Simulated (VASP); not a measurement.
The system is CdF2.

```
CELL_PARAMETERS angstrom
0.00000 2.69400 2.69400
2.69400 0.00000 2.69400
2.69400 2.69400 0.00000
ATOMIC_POSITIONS crystal
Cd 0.00000 0.00000 0.00000
F 0.25000 0.25000 0.25000
F 0.75000 0.75000 0.75000
```

Base run:

- Program: VASP 6.6.1
- Functional: PBEsol
- Dispersion: D3(BJ)
- Potentials or basis: VASP PAW PBE potentials, release 64 (Cd, F)
- Cutoff: 520 eV
- k mesh: 8 × 8 × 8
- Occupations: gaussian, width 0.05 eV
- Spin: no spin polarisation

Its results: band gap on the k mesh 2.90 eV, indirect (least direct gap 3.39 eV); pressure -1.2 GPa.

Problem. The run is repeated on the same cell with these changes: functional from PBEsol to PBE. What comes out?

Solution. Band gap on the k mesh 3.07 eV, indirect (least direct gap 3.57 eV); pressure 4.1 GPa.

PBE binds less tightly than PBEsol, so the same cell stands under more pressure.

Caveats: the PAW data sets were made with another functional, which shifts forces and pressure a little (some runs); three body term missing (some runs).

A k mesh can miss the band edges.
